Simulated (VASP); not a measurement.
**ZnBrO: single point with LDA**

The system is ZnBrO.

```
Zn Br O
1.0
     3.71767    0.00000    0.00000
     0.00000    3.71767    0.00000
     0.00000    0.00000    7.13657
Zn Br O
2 2 2
Cartesian
  0.0000 1.8588 1.2767
  1.8588 0.0000 5.8598
  0.0000 1.8588 4.4125
  1.8588 0.0000 2.7240
  0.0000 0.0000 0.0000
  1.8588 1.8588 0.0000
```

| Quantity | Value |
| --- | --- |
| Program | VASP 6.6.1 |
| Task | single point |
| Functional | LDA |
| Potentials or basis | VASP PAW LDA potentials, release 64 (Zn, Br, O) |
| Cutoff | 520 eV |
| k mesh | 9 × 9 × 5 |
| Occupations | fermi-dirac, width 0.1 eV |
| Spin | no spin polarisation |
| Dipole correction | no |
| Further INCAR settings | ALGO = Normal; EDIFF = 1e-06; NBANDS = 34 |

The pressure is -11.6 GPa. The largest force is 2.399 eV/Å and the band gap on the k mesh is zero (band 25 reaches 1.87 eV, above the bottom of band 26 at 1.28 eV).

Forces on the atoms (eV/Å):
```
Zn   0.000  0.000 -2.399
Zn   0.000  0.000  2.399
Br   0.000  0.000  0.923
Br   0.000  0.000 -0.923
O    0.000  0.000  0.000
O    0.000  0.000  0.000
```

Stress tensor (GPa, compression positive):
```
-11.37   0.00   0.00
  0.00 -11.37   0.00
  0.00   0.00 -12.09
```

Levels at points of the mesh, in eV from the Fermi level:
```csv
k point,band 22,band 23,band 24,band 25,band 26,band 27,band 28,band 29
"(0.00, 0.00, 0.00)",-0.47,-0.20,-0.20,0.01,0.01,1.05,3.84,6.44
```

It took 2.9 min on 1 thread of Intel Xeon 6975P-C, with other jobs on the host, peak memory 0.26 GiB.

Caveat: forces of over 1 eV/Å act on the atoms, so gaps and moduli don't describe the material at rest.
